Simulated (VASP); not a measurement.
Write the native input for VASP 6.6.1 that does the following.

| Quantity | Value |
| --- | --- |
| Task | single point |
| Functional | PBE |
| Potentials or basis | VASP PAW PBE potentials, release 64 (Cu) |
| Cutoff | 520 eV |
| k mesh | 22 × 22 × 22 |
| Occupations | gaussian, width 0.15 eV |
| Spin | no spin polarisation |
| Dipole correction | no |
| Further INCAR settings | ALGO = Normal; EDIFF = 1e-07; NBANDS = 12 |

The structure of Cu lies in POSCAR:

```
Cu
1.0
   -1.5223500000      1.5223500000      1.3589500000
    1.5223500000     -1.5223500000      1.3589500000
    1.5223500000      1.5223500000     -1.3589500000
Cu
1
Direct
    0.0000000000      0.0000000000      0.0000000000
```

The input as run:

INCAR

```
SYSTEM = Cu
PREC = Accurate ; ENCUT = 520
EDIFF = 1E-7 ; ISMEAR = 0
SIGMA = 0.15 ; LREAL = .False.
LASPH = .True. ; NELM = 100
ALGO = Normal ; ISIF = 2
LWAVE = .False. ; LCHARG = .False.
GGA = PE ; NBANDS = 12
```

KPOINTS

```
Automatic mesh
0
Gamma
  22 22 22
  0 0 0
```

Potentials or basis: VASP PAW PBE potentials, release 64 (Cu).

Launch:

```sh
$ cat potpaw_PBE.64/Cu/POTCAR > POTCAR
$ mpirun -np 1 vasp_std > vasp.out
```

It gave:

* Pressure: -5.1 GPa

Wall time 58 s on 1 thread of AMD EPYC 9R45 96-Core Processor (Zen 5), on a shared host, peak memory 0.19 GiB.
